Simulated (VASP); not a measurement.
# PdPt16Rh3: single point with r2SCAN

Crystal: PdPt16Rh3.

```xyz
20
Lattice="3.6953 -2.1545 -4.1594 4.5559 -2.6396 5.2287 -1.3396 -7.1297 0.2594" Properties=species:S:1:pos:R:3 pbc="T T T"
Rh    5.3051   -7.7915    2.0913
Rh    6.6379   -5.4863    2.0925
Rh    5.7544  -11.2690    0.0384
Pd    2.0972   -7.5772   -2.8654
Pt    1.1678   -5.4291    1.5690
Pt    3.4530   -5.1772   -2.8618
Pt    3.9515   -5.4443    1.8400
Pt    2.5367   -3.0597    1.5895
Pt   -0.2105   -7.7890    1.5741
Pt    5.3140   -3.0616    1.8432
Pt    2.5797   -7.8326    1.8457
Pt    3.4158   -6.7588    4.1871
Pt    5.7736   -6.4924   -0.2262
Pt    3.0097   -6.4981   -0.5096
Pt    1.5991   -4.1022   -0.7956
Pt    4.7840   -4.3348    4.1825
Pt    4.4016   -8.8861   -0.2304
Pt    4.3722   -4.1265   -0.5039
Pt    2.9700   -1.7434   -0.7857
Pt    0.2485   -6.4627   -0.7951
```

```
Program             : VASP 6.6.1
Task                : single point
Functional          : r2SCAN
Potentials or basis : VASP PAW PBE potentials, release 64 (Rh_pv, Pd, Pt)
Cutoff              : 520 eV
k mesh              : 2 × 2 × 2, shifted
Occupations         : gaussian, width 0.1 eV
Spin                : no spin polarisation
```

- Pressure: 0.7 GPa
- Largest force: 0.025 eV/Å
- Band gap on the k mesh: zero (an odd number of electrons rules out a gap without spin polarisation)

Forces in eV/Å, atoms in the order of the input:
```
Rh  -0.007 -0.002 -0.015
Rh   0.010  0.016  0.016
Rh   0.004  0.000  0.001
Pd  -0.005 -0.006  0.021
Pt  -0.006  0.000 -0.006
Pt  -0.007  0.006 -0.007
Pt  -0.004  0.000 -0.005
Pt   0.006  0.005 -0.008
Pt  -0.001  0.003  0.001
Pt  -0.016 -0.002 -0.004
Pt   0.001  0.004 -0.007
Pt   0.007  0.009  0.005
Pt  -0.004 -0.018  0.002
Pt   0.005 -0.009 -0.006
Pt   0.009 -0.004  0.013
Pt   0.006 -0.002  0.008
Pt   0.001  0.003  0.009
Pt  -0.001 -0.002  0.000
Pt   0.006 -0.002 -0.017
Pt  -0.004  0.002 -0.004
```

Stress tensor (GPa, compression positive):
```
 0.56  0.13  0.14
 0.13  0.66 -0.08
 0.14 -0.08  0.80
```

Levels at points of the mesh, in eV from the Fermi level:
| k point | band 104 | band 105 | band 106 | band 107 | band 108 | band 109 | band 110 | band 111 |
| --- | --- | --- | --- | --- | --- | --- | --- | --- |
| (0.25, 0.25, 0.25) | -0.26 | -0.20 | -0.02 | 0.03 | 0.09 | 0.14 | 0.27 | 0.30 |

Wall time 11 min on 1 thread of AMD EPYC 9R45 96-Core Processor (Zen 5), with other jobs on the host, peak memory 0.42 GiB.

Caveat: the k points lie up to 0.54 Å⁻¹ apart, too coarse for converged energies and pressures of a metal; the PAW data sets were made with another functional, which shifts forces and pressure a little; spin-orbit coupling is left out, which moves the levels of the heavy elements.
